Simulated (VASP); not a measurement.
Wanted: the native input for a VASP 6.6.1 run.

| Item | Value |
| --- | --- |
| Task | relaxation of cell and atoms |
| Functional | r2SCAN |
| Potentials or basis | VASP PAW PBE potentials, release 64 (Ga_d, As) |
| Cutoff | 600 eV |
| k mesh | 6 × 6 × 4 |
| Occupations | fermi-dirac, width 0.02 eV |
| Spin | no spin polarisation |
| Dipole correction | no |
| Further INCAR settings | ALGO = Normal; EDIFF = 1e-06; IBRION = 2; EDIFFG = -0.005; NSW = 80; ISIF = 3 |

The system is GaAs.

```xyz
4
Lattice="4.3259 0.0000 0.0000 -2.1630 3.7464 0.0000 0.0000 0.0000 5.7964" Properties=species:S:1:pos:R:3 pbc="T T T"
Ga    0.0000    2.4976    1.4491
Ga    2.1630    1.2488    4.3473
As    2.1630    1.2488    1.4491
As    0.0000    2.4976    4.3473
```

These files were run (other wordings do the same):

POSCAR

```
GaAs
1.0
    4.3259134247      0.0000000000      0.0000000000
   -2.1629567124      3.7463509203      0.0000000000
    0.0000000000      0.0000000000      5.7963871008
Ga As
2 2
Direct
    0.3333333333      0.6666666667      0.2500000000
    0.6666666667      0.3333333333      0.7500000000
    0.6666666667      0.3333333333      0.2500000000
    0.3333333333      0.6666666667      0.7500000000
```

INCAR.step1

```
ALGO = Normal ; EDIFF = 1E-4
ENCUT = 600 ; GGA = PE
ISMEAR = -1 ; LASPH = T
LCHARG = F ; LREAL = F
LWAVE = T ; NELM = 100
PREC = Accurate ; SIGMA = 0.02
```

INCAR.step2

```
ALGO = Normal ; EDIFF = 1E-6
EDIFFG = -0.005 ; ENCUT = 600
IBRION = 2 ; ISIF = 3
ISMEAR = -1 ; ISTART = 1
LASPH = T ; LCHARG = F
LMIXTAU = T ; LREAL = F
LWAVE = F ; METAGGA = R2SCAN
NELM = 100 ; NSW = 80
PREC = Accurate ; SIGMA = 0.02
```

KPOINTS

```
k-points
0
Gamma
  6 6 4
```

Potentials or basis: VASP PAW PBE potentials, release 64 (Ga_d, As).

Launch:

```bash
$ cat potpaw_PBE.64/Ga_d/POTCAR potpaw_PBE.64/As/POTCAR > POTCAR
$ cp INCAR.step1 INCAR
$ mpirun -np 1 vasp_std > vasp.out
$ cp INCAR.step2 INCAR
$ mpirun -np 1 vasp_std > vasp.out
```

Results of the run:

- Relaxed volume: 22.57 Å³/atom
- Relaxed cell: a = 4.252 Å, b = 4.252 Å, c = 5.767 Å, α = 90.00°, β = 90.00°, γ = 120.00°
- Space group after relaxing (to 0.1 Å): P6_3/mmc (No. 194)
- Energy gained by relaxing: 8.8 meV/atom
- Ionic steps: 9
- Pressure after relaxing: 0.0 GPa
- Band gap on the k mesh: zero (bands 18 and 19 overlap by 1.08 eV)

Caveat: the PAW data sets were made with another functional, which shifts forces and pressure a little.

Wall time 14 min on 1 thread of Intel(R) Xeon(R) Platinum 8488C (Sapphire Rapids), on a shared host, peak memory 0.29 GiB.
